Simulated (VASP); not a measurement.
Runs of VASP 6.6.1 on ZnSe. The structure is that of space group F-43m (No. 216), or close to it. The cells are those of the table. 

| cell | smearing | gap on the mesh (eV) | pressure (GPa) |
| --- | --- | --- | --- |
| a = 3.970 Å, angles 60.0°, 2 atoms | gaussian 0.02 eV | 1.40 | 4.3 |
| a = 4.053 Å, angles 60.0°, 2 atoms | gaussian 0.05 eV | 1.16 | (c) |
| a = 3.791 Å, angles 60.0°, 2 atoms | gaussian 0.01 eV | (a) | 18.5 |
| a = 4.012 Å, angles 60.0°, 2 atoms | gaussian 0.02 eV | 1.28 | 2.1 |
| a = 3.884 Å, angles 60.0°, 2 atoms | gaussian 0.02 eV | (b) | 10.1 |

Alike in all rows: task single point; level PBE; potentials or basis VASP PAW PBE potentials, release 64 (Zn, Se); no spin polarisation; k mesh 8 × 8 × 8; cutoff (eV) 520.

Q: Fill in the values left out.

A: (a) 2.01; (b) 1.68; (c) 0.2.

A k mesh can miss the band edges, and the runs leave out spin-orbit coupling on Se.
